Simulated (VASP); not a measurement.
Wanted: the native input for a VASP 6.6.1 run.

```
Task                   : dielectric tensor
Functional             : r2SCAN
Potentials or basis    : VASP PAW PBE potentials, release 64 (Si, O)
Cutoff                 : 520 eV
k mesh                 : 6 × 6 × 8
Occupations            : gaussian, width 0.01 eV
Spin                   : no spin polarisation
Dipole correction      : no
Further INCAR settings : ALGO = Normal; EDIFF = 1e-08
```

The structure of SiO2 lies in POSCAR:

```
SiO2
1.0
    4.1851887986      0.0000000000      0.0000000000
    0.0000000000      4.1851887986      0.0000000000
    0.0000000000      0.0000000000      2.6688398910
Si O
2 4
Direct
    0.0000000000      0.0000000000      0.0000000000
    0.5000000000      0.5000000000      0.5000000000
    0.3061010090      0.3061010090      0.0000000000
    0.1938989910      0.8061010090      0.5000000000
    0.8061010090      0.1938989910      0.5000000000
    0.6938989910      0.6938989910      0.0000000000
```

One way to write it, as run:

INCAR

```
ALGO     = Normal         # electronic algorithm
EDIFF    = 1E-8           # SCF threshold, eV
ENCUT    = 520            # plane-wave cutoff, eV
ISIF     = 2              # what is computed and relaxed
ISMEAR   = 0              # smearing method
LASPH    = True           # aspherical terms in the spheres
LCALCEPS = True         
LCHARG   = False          # write CHGCAR
LMIXTAU  = True         
LREAL    = False          # projectors in reciprocal space
LWAVE    = False          # write WAVECAR
METAGGA  = R2SCAN         # meta-GGA
NELM     = 100            # most SCF steps
PREC     = Accurate       # precision mode
SIGMA    = 0.01           # smearing width, eV
```

KPOINTS

```
k-points
0
Gamma
  6 6 8
```

Potentials or basis: VASP PAW PBE potentials, release 64 (Si, O).

Launch:

```bash
$ cat potpaw_PBE.64/Si/POTCAR potpaw_PBE.64/O/POTCAR > POTCAR
$ mpirun -np 1 vasp_std > vasp.out
```

Results of the run:

The band gap on the k mesh is 6.51 eV, the electronic dielectric tensor (diagonal) is 3.18, 3.18, 3.34 and the born charges (mean of the diagonal) is Si +3.89; O -1.95 e.

Run time: 77 min on 1 thread of Oxide Virtual Turin-like Processor, on a shared host, peak memory 0.43 GiB.
